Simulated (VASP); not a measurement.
Here is a VASP 6.6.1 calculation.

The input INCAR:

```
SYSTEM = Zn4O
PREC = Accurate ; ENCUT = 520
EDIFF = 1E-7 ; ISMEAR = 0
SIGMA = 0.2 ; LREAL = .FALSE.
LASPH = .TRUE. ; NELM = 80
ALGO = Normal ; ISIF = 2
LWAVE = .FALSE. ; LCHARG = .TRUE.
GGA = PE ; LELF = .TRUE.
LVHAR = .TRUE. ; NBANDS = 35
```

KPOINTS

```
Automatic mesh
0
G
  4 4 4
  0 0 0
```

POSCAR

```
Zn4O
1.0
    4.1831741476      0.0000000000      0.0000000000
    0.0000000000      4.1831741476      0.0000000000
    0.0000000000      0.0000000000      4.1831741476
Zn O
4 1
Direct
    0.2763490063      0.2763490063      0.2763490063
    0.7236509937      0.7236509937      0.2763490063
    0.2763490063      0.7236509937      0.7236509937
    0.7236509937      0.2763490063      0.7236509937
    0.0000000000      0.0000000000      0.0000000000
```

Potentials or basis: VASP PAW PBE potentials, release 64 (Zn, O).

Command:

```console
$ cat potpaw_PBE.64/Zn/POTCAR potpaw_PBE.64/O/POTCAR > POTCAR
$ mpirun -np 1 vasp_std > vasp.out
```

(1) Estimate the pressure.

(2) Estimate the band gap on the k mesh.

(3) Predict the largest force.

Results:

(1) 0.4 GPa.

(2) zero (band 27 reaches 4.25 eV, above the bottom of band 28 at 0.20 eV).

(3) 0.071 eV/Å.

Caveat: the k points lie up to 0.38 Å⁻¹ apart.
